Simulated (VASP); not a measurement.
Input of a VASP 6.6.1 run:

The input INCAR:

```
SYSTEM = SnO2
  ALGO = Normal
  EDIFF = 1E-7
  ENCUT = 520
  GGA = PS
  ISIF = 2
  ISMEAR = -1
  IVDW = 12
  LASPH = .TRUE.
  LCHARG = .FALSE.
  LREAL = .FALSE.
  LWAVE = .FALSE.
  NBANDS = 20
  NELM = 80
  PREC = Accurate
  SIGMA = 0.05
```

KPOINTS

```
k-points
0
G
  9 9 9
  0 0 0
```

The input POSCAR:

```
SnO2
1.0
    0.0000000000      2.5295311706      2.5295311706
    2.5295311706      0.0000000000      2.5295311706
    2.5295311706      2.5295311706      0.0000000000
Sn O
1 2
Direct
    0.0000000000      0.0000000000      0.0000000000
    0.7500000000      0.7500000000      0.7500000000
    0.2500000000      0.2500000000      0.2500000000
```

Potentials or basis: VASP PAW PBE potentials, release 64 (Sn_d, O).

Command:

```console
$ cat potpaw_PBE.64/Sn_d/POTCAR potpaw_PBE.64/O/POTCAR > POTCAR
$ mpirun -np 1 vasp_std > vasp.out
```

(1) Estimate the band gap on the k mesh.

(2) What does it give for the dispersion energy per atom?

(3) Predict the pressure.

## Answers

(1) 0.34 eV, indirect (least direct gap 1.68 eV).

(2) -0.213 eV.

(3) 0.7 GPa.

Caveat: the PAW data sets were made with another functional, which shifts forces and pressure a little; spin-orbit coupling is left out, which moves the levels of the heavy elements.
